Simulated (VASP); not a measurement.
Wanted: the native input for a VASP 6.6.1 run.

```
Task                   : single point
Functional             : PBE
Potentials or basis    : VASP PAW PBE potentials, release 64 (Mg, S)
Cutoff                 : 600 eV
k mesh                 : 3 × 3 × 3
Occupations            : gaussian, width 0.01 eV
Spin                   : no spin polarisation
Dipole correction      : no
Further INCAR settings : ALGO = Normal; EDIFF = 1e-06; NBANDS = 11
```

The structure of MgS lies in POSCAR:

```
MgS
1.0
    0.0000000000      2.6000000000      2.6000000000
    2.6000000000      0.0000000000      2.6000000000
    2.6000000000      2.6000000000      0.0000000000
Mg S
1 1
Direct
    0.0000000000      0.0000000000      0.0000000000
    0.5000000000      0.5000000000      0.5000000000
```

These files were run (other wordings do the same):

INCAR

```
SYSTEM = MgS
PREC     = Accurate       ! precision mode
ENCUT    = 600            ! plane-wave cutoff, eV
EDIFF    = 1E-6           ! SCF threshold, eV
ISMEAR   = 0              ! smearing method
SIGMA    = 0.01           ! smearing width, eV
LREAL    = .FALSE.        ! projectors in reciprocal space
LASPH    = .TRUE.         ! aspherical terms in the spheres
NELM     = 120            ! most SCF steps
ALGO     = Normal         ! electronic algorithm
ISIF     = 2              ! what is computed and relaxed
LWAVE    = .FALSE.        ! write WAVECAR
LCHARG   = .FALSE.        ! write CHGCAR
GGA      = PE             ! functional
NBANDS   = 11             ! bands
GGA_COMPAT= .FALSE.
```

KPOINTS

```
Automatic mesh
0
G
  3 3 3
  0 0 0
```

Potentials or basis: VASP PAW PBE potentials, release 64 (Mg, S).

Launch:

```sh
$ cat potpaw_PBE.64/Mg/POTCAR potpaw_PBE.64/S/POTCAR > POTCAR
$ mpirun -np 1 vasp_std > vasp.out
```

Results of the run:

| Item | Value |
| --- | --- |
| Pressure | 2.6 GPa |
| Band gap on the k mesh | 3.69 eV, direct |

Caveat: the k points lie up to 0.70 Å⁻¹ apart.

It used 5.2 s of CPU time on 1 thread of AMD EPYC 7R13 Processor (Zen 3) (shared host).
